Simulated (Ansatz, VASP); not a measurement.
## BAs: VASP beside Ansatz

Contents of INCAR:

```
ALGO = Normal
EDIFF = 1E-8
ENCUT = 520
GGA = CA
ISIF = 2
ISMEAR = -1
LASPH = True
LCHARG = False
LEFG = True
LREAL = False
LWAVE = False
NBANDS = 11
NELM = 60
PREC = Accurate
SIGMA = 0.03
```

KPOINTS

```
k-points
0
Gamma
  15 15 15
```

Contents of POSCAR:

```
BAs
1.0
    0.0000000000      2.3397414207      2.3397414207
    2.3397414207      0.0000000000      2.3397414207
    2.3397414207      2.3397414207      0.0000000000
B As
1 1
Direct
    0.0000000000      0.0000000000      0.0000000000
    0.7500000000      0.7500000000      0.7500000000
```

Input for Ansatz:

```yaml
crystal:
  lattice:
    - [0.0, 2.3397414207, 2.3397414207]
    - [2.3397414207, 0.0, 2.3397414207]
    - [2.3397414207, 2.3397414207, 0.0]
  atoms:
    - { symbol: B, position: [0.0, 0.0, 0.0] }
    - { symbol: As, position: [0.75, 0.75, 0.75] }
kpoints:
  mp_grid: { grid: [15, 15, 15] }
scf:
  occupations: { method: fermi_dirac, width: 0.03 }
hamiltonian:
  xc: lda
  pseudopotentials: { kind: all_electron, datasets: crystal }
output:
  forces: true
  stress: true
  eigenvalues: true
  efg: { contact_densities: true }
```

Change from the starting cell: volume scaled by 0.94, crystal datasets.

Alike in both runs: task electric field gradients; functional LDA; k mesh 15 × 15 × 15; occupations fermi-dirac, width 0.03 eV; no spin polarisation.

|  | VASP | Ansatz |
| --- | --- | --- |
| version | VASP 6.6.1 | Ansatz 0.2.0 |
| potentials or method | VASP PAW LDA potentials, release 64 (B, As), cutoff 520 eV | all-electron PAW with datasets made for the crystal, scalar-relativistic |

|  | VASP | Ansatz | Ansatz less VASP |
| --- | --- | --- | --- |
| pressure (GPa) | 6.4 | 5.3 | -1.12 |

LDA's correlation is that of Perdew and Zunger in VASP and of Perdew and Wang (1992) in Ansatz. Ansatz ran all-electron here, and VASP with PAW potentials.
